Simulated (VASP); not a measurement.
Set up this calculation in VASP 6.6.1, as the native input.

* Task: single point
* Functional: r2SCAN
* Potentials or basis: VASP PAW PBE potentials, release 64 (Mg, O)
* Cutoff: 520 eV
* k mesh: 10 × 10 × 10
* Occupations: gaussian, width 0.01 eV
* Spin: no spin polarisation
* Dipole correction: no
* Further INCAR settings: ALGO = Normal; EDIFF = 1e-06; NBANDS = 11

The system is MgO.

```xyz
2
Lattice="0.0000 2.1022 2.1022 2.1581 0.0000 2.1022 2.1581 2.1022 0.0000" Properties=species:S:1:pos:R:3 pbc="T T T"
Mg    0.0000    0.0000    0.0000
O     2.1581    2.1022    2.1022
```

This cell differs from its parent crystal: uniaxial x strain +2.7%.

The input as run:

POSCAR

```
MgO
1.0
    0.0000000000      2.1021674168      2.1021674168
    2.1580850701      0.0000000000      2.1021674168
    2.1580850701      2.1021674168      0.0000000000
Mg O
1 1
Direct
    0.0000000000      0.0000000000      0.0000000000
    0.5000000000      0.5000000000      0.5000000000
```

INCAR.step1

```
SYSTEM = MgO
PREC = Accurate
ENCUT = 520
ISMEAR = 0
SIGMA = 0.01
LREAL = .False.
LASPH = .True.
NELM = 100
NBANDS = 11
GGA = PE
ALGO = Normal
EDIFF = 1E-4
LWAVE = .True.
LCHARG = .False.
```

INCAR.step2

```
SYSTEM = MgO
PREC = Accurate
ENCUT = 520
EDIFF = 1E-6
ISMEAR = 0
SIGMA = 0.01
LREAL = .False.
LASPH = .True.
NELM = 100
ALGO = Normal
ISIF = 2
LWAVE = .False.
LCHARG = .False.
METAGGA = R2SCAN
LMIXTAU = .True.
NBANDS = 11
ISTART = 1
```

KPOINTS

```
regular mesh
0
Gamma
  10 10 10
  0 0 0
```

Potentials or basis: VASP PAW PBE potentials, release 64 (Mg, O).

Command:

```sh
$ cat potpaw_PBE.64/Mg/POTCAR potpaw_PBE.64/O/POTCAR > POTCAR
$ cp INCAR.step1 INCAR
$ mpirun -np 1 vasp_std > vasp.out
$ cp INCAR.step2 INCAR
$ mpirun -np 1 vasp_std > vasp.out
```

Results of the run:

```json
{
 "Pressure": "-5.1 GPa",
 "Band gap on the k mesh": "5.36 eV, direct"
}
```

Caveat: the cell differs from its parent crystal (uniaxial x strain +2.7%); the PAW data sets were made with another functional, which shifts forces and pressure a little.

Wall time 48 s on 1 thread of Intel(R) Xeon(R) Platinum 8488C (Sapphire Rapids), on a shared host, peak memory 0.16 GiB.
